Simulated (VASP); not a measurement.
Write the native input for VASP 6.6.1 that does the following.

| Item | Value |
| --- | --- |
| Task | single point |
| Functional | PBE |
| Potentials or basis | VASP PAW PBE potentials, release 64 (Sn_d, O) |
| Cutoff | 520 eV |
| k mesh | 6 × 6 × 8 |
| Occupations | gaussian, width 0.02 eV |
| Spin | no spin polarisation |
| Dipole correction | no |
| Further INCAR settings | ALGO = Normal; EDIFF = 1e-07; NBANDS = 35 |

The structure of SnO2 lies in POSCAR:

```
SnO2
1.0
    4.6466805012      0.0000000000      0.0000000000
    0.0000000000      4.6470416360      0.0000000000
    0.0000000000      0.0000000000      3.1840490859
Sn O
2 4
Direct
    0.5000000000      0.5000000000      0.5000000000
    0.0000000000      0.0000000000      0.0000000000
    0.3053074733      0.3054259035      0.0000000000
    0.8053074733      0.1945740965      0.5000000000
    0.1946925267      0.8054259035      0.5000000000
    0.6946925267      0.6945740965      0.0000000000
```

The input as run:

INCAR

```
SYSTEM = SnO2
PREC = Accurate
ENCUT = 520
EDIFF = 1E-7
ISMEAR = 0
SIGMA = 0.02
LREAL = .FALSE.
LASPH = .TRUE.
NELM = 60
ALGO = Normal
ISIF = 2
LWAVE = .FALSE.
LCHARG = .FALSE.
GGA = PE
NBANDS = 35
```

KPOINTS

```
Automatic mesh
0
G
  6 6 8
  0 0 0
```

Potentials or basis: VASP PAW PBE potentials, release 64 (Sn_d, O).

Launch:

```sh
$ cat potpaw_PBE.64/Sn_d/POTCAR potpaw_PBE.64/O/POTCAR > POTCAR
$ mpirun -np 1 vasp_std > vasp.out
```

It gave:

The pressure is 20.8 GPa. The largest force is 0.013 eV/Å and the band gap on the k mesh is 1.66 eV, direct.

Caveat: spin-orbit coupling is left out, which moves the levels of the heavy elements.

Wall time 64 s on 1 thread of Intel(R) Xeon(R) 6975P-C (Granite Rapids), on a shared host, peak memory 0.27 GiB.
